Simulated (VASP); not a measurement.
Write the native input for VASP 6.6.1 that does the following.

```
Task                   : single point
Functional             : PBE
Potentials or basis    : VASP PAW PBE potentials, release 64 (Cu, O)
Cutoff                 : 520 eV
k mesh                 : 9 × 9 × 9
Occupations            : fermi-dirac, width 0.05 eV
Spin                   : no spin polarisation
Dipole correction      : no
Further INCAR settings : ALGO = Normal; EDIFF = 1e-06; NBANDS = 16
```

The structure of CuO lies in POSCAR:

```
CuO
1.0
    2.5525506100      0.0000000000      0.0000000000
    0.0000000000      2.5525506100      0.0000000000
    0.0000000000      0.0000000000      2.5780761161
Cu O
1 1
Direct
    0.0000000000      0.0000000000      0.0000000000
    0.5000000000      0.5000000000      0.5000000000
```

These files were run (other wordings do the same):

INCAR

```
  PREC = Accurate
  ENCUT = 520
  EDIFF = 1E-6
  ISMEAR = -1
  SIGMA = 0.05
  LREAL = False
  LASPH = True
  NELM = 100
  ALGO = Normal
  ISIF = 2
  LWAVE = False
  LCHARG = True
  GGA = PE
  LELF = True
  LVHAR = True
  NBANDS = 16
```

KPOINTS

```
Automatic mesh
0
Gamma
  9 9 9
```

Potentials or basis: VASP PAW PBE potentials, release 64 (Cu, O).

Command:

```console
$ cat potpaw_PBE.64/Cu/POTCAR potpaw_PBE.64/O/POTCAR > POTCAR
$ mpirun -np 1 vasp_std > vasp.out
```

Results of the run:

The pressure is 18.5 GPa.

Caveat: an odd number of electrons without spin polarisation forces a metal; a magnetic or distorted state may lie lower.

Wall time 8.1 s on 1 thread of Intel(R) Xeon(R) 6975P-C (Granite Rapids), on a shared host, peak memory 0.13 GiB.
